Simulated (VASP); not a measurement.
# BaS (R-3m) in VASP: notebook, part 3 of 3

VASP 6.6.1. The steps go on from the part before.

### 5 Electric field gradients, PBEsol (equal xy, yz and zx shear strains of +3 %)

File INCAR:

```
SYSTEM = BaS
ALGO = Normal ; EDIFF = 1E-8
ENCUT = 520 ; GGA = PS
ISIF = 2 ; ISMEAR = -1
LASPH = .True. ; LCHARG = .False.
LEFG = .True. ; LREAL = .False.
LWAVE = .False. ; NBANDS = 15
NELM = 60 ; PREC = Accurate
SIGMA = 0.02
```

File KPOINTS:

```
k-points
0
Gamma
  8 8 8
  0 0 0
```

File POSCAR:

```
BaS
1.0
    0.0958125000      3.2416562500      3.2416562500
    3.2416562500      0.0958125000      3.2416562500
    3.2416562500      3.2416562500      0.0958125000
Ba S
1 1
Direct
    0.0000000000      0.0000000000      0.0000000000
    0.5000000000      0.5000000000      0.5000000000
```

Potentials or basis: VASP PAW PBE potentials, release 64 (Ba_sv, S).

Started as:

```
cat potpaw_PBE.64/Ba_sv/POTCAR potpaw_PBE.64/S/POTCAR > POTCAR
mpirun -np 1 vasp_std > vasp.out
```

OUTCAR:

```text
SYSTEM = BaS
   EDIFF = 1E-8
   ENCUT = 520
   GGA = PS
   ISIF = 2
   ISMEAR = -1
   LASPH = .True.
   LREAL = .False.
   NELM = 60
   PREC = Accurate

 ion  position               nearest neighbor table
   1  0.000  0.000  0.000-   2 3.19   2 3.19   2 3.19   2 3.19   2 3.19   2 3.19
   2  0.500  0.500  0.500-   1 3.19   1 3.19   1 3.19   1 3.19   1 3.19   1 3.19

  LATTYP: Found a trigonal (rhomboedric) cell.
 ALAT       =     4.5853953506
 COS(alpha) =     0.5293254421

  Lattice vectors:

 A1 = (   0.0958125000,   3.2416562500,   3.2416562500)
[... 646 lines left out ...]
  free  energy   TOTEN  =       -10.7075133647 eV

  energy  without entropy=      -10.7075133647  energy(sigma->0) =      -10.70751336

 Electric field gradients (V/A^2)
---------------------------------------------------------------------
 ion       V_xx      V_yy      V_zz      V_xy      V_xz      V_yz
---------------------------------------------------------------------
   1      -0.000    -0.000     0.000   -10.498   -10.498   -10.498
   2      -0.000    -0.000     0.000     2.294     2.294     2.294
---------------------------------------------------------------------

 Electric field gradients after diagonalization (V/A^2)
 (convention: |V_zz| > |V_xx| > |V_yy|)
----------------------------------------------------------------------
 ion       V_xx      V_yy      V_zz     asymmetry (V_yy - V_xx)/ V_zz
----------------------------------------------------------------------
   1      10.498    10.498   -20.997       0.000
   2      -2.294    -2.294     4.588       0.000
----------------------------------------------------------------------

           NMR quadrupolar parameters

 Cq : quadrupolar parameter    Cq=e*Q*V_zz/h
 eta: asymmetry parameters     (V_yy - V_xx)/ V_zz
 Q  : nuclear electric quadrupole moment in mb (millibarn)
----------------------------------------------------------------------
 ion       Cq(MHz)       eta       Q (mb)
----------------------------------------------------------------------
   1      -0.051       0.000       1.000
   2       0.011       0.000       1.000
----------------------------------------------------------------------
```

OSZICAR:

```text
N       E                     dE             d eps       ncg     rms          rms(c)
DAV:   1     0.814459749760E+02    0.81446E+02   -0.68485E+03  1950   0.928E+02
DAV:   2    -0.635483070034E+01   -0.87801E+02   -0.78765E+02  2692   0.169E+02
DAV:   3    -0.110578129467E+02   -0.47030E+01   -0.46683E+01  2657   0.410E+01
DAV:   4    -0.111397481161E+02   -0.81935E-01   -0.81917E-01  2453   0.546E+00
DAV:   5    -0.111419011668E+02   -0.21531E-02   -0.21530E-02  2675   0.749E-01    0.459E+00
DAV:   6    -0.107103432219E+02    0.43156E+00   -0.56524E-01  2307   0.458E+00    0.315E+00
DAV:   7    -0.107023088605E+02    0.80344E-02   -0.13874E-01  2484   0.208E+00    0.174E+00
DAV:   8    -0.107077863030E+02   -0.54774E-02   -0.20476E-02  2153   0.915E-01    0.239E-01
DAV:   9    -0.107070570084E+02    0.72929E-03   -0.28214E-03  2566   0.329E-01    0.114E-01
DAV:  10    -0.107075026179E+02   -0.44561E-03   -0.52469E-04  2132   0.155E-01    0.269E-02
DAV:  11    -0.107075124435E+02   -0.98256E-05   -0.44624E-05  2594   0.418E-02    0.742E-03
DAV:  12    -0.107075133933E+02   -0.94976E-06   -0.35570E-06  2286   0.116E-02    0.633E-03
DAV:  13    -0.107075133078E+02    0.85529E-07   -0.31816E-07  2553   0.358E-03    0.114E-03
DAV:  14    -0.107075133362E+02   -0.28439E-07   -0.51370E-09  1941   0.416E-04    0.638E-04
DAV:  15    -0.107075133657E+02   -0.29493E-07   -0.16130E-09  1528   0.316E-04    0.151E-04
DAV:  16    -0.107075133647E+02    0.97248E-09   -0.48735E-10  1206   0.134E-04
   1 F= -.10707513E+02 E0= -.10707513E+02  d E =-.296811E-10
```

stdout:

```text
POSCAR found type information on POSCAR BaS
 POSCAR found :  2 types and       2 ions
 scaLAPACK will be used
 -----------------------------------------------------------------------------
|                                                                             |
|                                                                             |
|     You enforced a specific xc type in the INCAR file but a different       |
|     I HOPE YOU KNOW WHAT YOU ARE DOING!                                     |
|                                                                             |
 -----------------------------------------------------------------------------

 LDA part: xc-table for (Slater+PW92), standard interpolation
 POSCAR, INCAR and KPOINTS ok, starting setup
 FFT: planning ... GRIDC
 FFT: planning ... GRID_SOFT
 FFT: planning ... GRID
 WAVECAR not read
 entering main loop
ion   1

ion   2
```

Wall time 79 s (1 thread of AMD EPYC 7R13 (Zen 3), shared host); peak memory 0.21 GiB.

What came out:

```yaml
Free_energy: -10.7075 eV
Pressure: -0.6 GPa
Band_gap_on_the_k_mesh: 1.93 eV, indirect (least direct gap 2.07 eV)
```

Stress tensor (GPa, compression positive):
```
-0.55 -0.61 -0.61
-0.61 -0.55 -0.61
-0.61 -0.61 -0.55
```

Levels at points of the mesh, in eV from the valence-band top:
```csv
k point,band 6,band 7,band 8,band 9,band 10,band 11
"(0.00, 0.00, 0.00)",-0.11,0.00,0.00,3.25,3.62,3.85
"(0.50, 0.00, 0.00)",-2.04,-1.27,-1.09,5.33,5.49,6.20
"(0.50, 0.50, 0.00)",-0.59,-0.22,-0.14,1.93,5.85,5.85
"(0.50, 0.50, 0.50)",-2.05,-1.02,-1.02,5.31,5.49,6.06
```

Electric field gradients, principal values (V/Å²):
| atom | least | middle | greatest (by size) |
| --- | --- | --- | --- |
| 1 Ba | 10.498 | 10.498 | -20.997 |
| 2 S | -2.294 | -2.294 | 4.588 |

Caveat: the cell differs from its parent crystal (equal xy, yz and zx shear strains of +3 %); without QUAD_EFG the Cq values of the log hold for a quadrupole moment of 1 mb, not for the nuclei; the PAW data sets were made with another functional, which shifts forces and pressure a little; spin-orbit coupling is left out, which moves the levels of the heavy elements. A k mesh can miss the band edges.

### 6 Summary

```csv
cell,gap on the mesh (eV),pressure (GPa)
"a = 4.472 Å, angles 61.3°, 2 atoms",1.93,-0.5
"a = 4.539 Å, angles 59.3°, 2 atoms",1.97,-0.5
"a = 4.585 Å, angles 58.0°, 2 atoms",1.93,-0.6
```

Alike in all rows: task electric field gradients; level PBEsol; potentials or basis VASP PAW PBE potentials, release 64 (Ba_sv, S); no spin polarisation; k mesh 8 × 8 × 8; cutoff (eV) 520; smearing fermi-dirac 0.02 eV.

Caveats: the PAW data sets were made with another functional, which shifts forces and pressure a little; spin-orbit coupling is left out, which moves the levels of the heavy elements.

Absolute energies hang on the potentials; compare differences alone.
